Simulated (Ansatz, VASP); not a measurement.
**One calculation of Bi, two programs**

Contents of INCAR:

```
PREC = Accurate ; ENCUT = 520
EDIFF = 1E-6 ; ISMEAR = -1
SIGMA = 0.05 ; LREAL = False
LASPH = True ; NELM = 100
ALGO = Fast ; ISIF = 2
LWAVE = False ; LCHARG = False
GGA = PE ; NBANDS = 38
```

The input KPOINTS:

```
Automatic mesh
0
Gamma
  7 7 7
```

POSCAR

```
Bi
1.0
   -4.5370201173      4.5370201173      2.1061448736
    4.5370201173     -4.5370201173      2.1061448736
    4.5370201173      4.5370201173     -2.1061448736
Bi
4
Direct
    0.1456555000      0.3543445000      0.5000000000
    0.8543445000      0.6456555000      0.5000000000
    0.6456555000      0.1456555000      0.7913110000
    0.3543445000      0.8543445000      0.2086890000
```

input.yaml

```yaml
crystal:
  lattice:
    - [-4.5370201173, 4.5370201173, 2.1061448736]
    - [4.5370201173, -4.5370201173, 2.1061448736]
    - [4.5370201173, 4.5370201173, -2.1061448736]
  atoms:
    - { symbol: Bi, position: [0.1456555, 0.3543445, 0.5] }
    - { symbol: Bi, position: [0.8543445, 0.6456555, 0.5] }
    - { symbol: Bi, position: [0.6456555, 0.1456555, 0.791311] }
    - { symbol: Bi, position: [0.3543445, 0.8543445, 0.208689] }
hamiltonian:
  xc: pbe
  pseudopotentials: { kind: paw }
kpoints:
  mp_grid: { grid: [7, 7, 7] }
scf:
  occupations: { method: fermi_dirac, width: 0.05 }
output:
  forces: true
  stress: true
  eigenvalues: true
```

Alike in both runs: task single point; functional PBE; k mesh 7 × 7 × 7; occupations fermi-dirac, width 0.05 eV; no spin polarisation.

|  | VASP | Ansatz |
| --- | --- | --- |
| version | VASP 6.6.1 | Ansatz 0.2.0 |
| potentials or method | VASP PAW PBE potentials, release 64 (Bi_d) | Ansatz PAW |
| plane-wave cutoff (eV) | 520 | 420 |
| valence electrons in the cell | 60 | 60 |

Ansatz gave:

```
gap on the k mesh at the Fermi level (eV)                     : none
pressure (GPa)                                                : -1.8
traceless stress, the component that is largest in VASP (GPa) : -0.46
rms of the force components (eV/Å)                            : 0.110
```

Problem. Estimate VASP's values.

Solution. gap on the k mesh at the Fermi level (eV): none; pressure (GPa): -1.9; traceless stress, the component that is largest in VASP (GPa): -0.46; rms of the force components (eV/Å): 0.110.

Atom by atom the forces differ by 0.000 eV/Å (rms over components). A gap of «none» marks a metal or a gap that the smearing closes. With one functional, cell and mesh, what is left measures potentials, basis and numerics.

Spin-orbit coupling is off throughout.
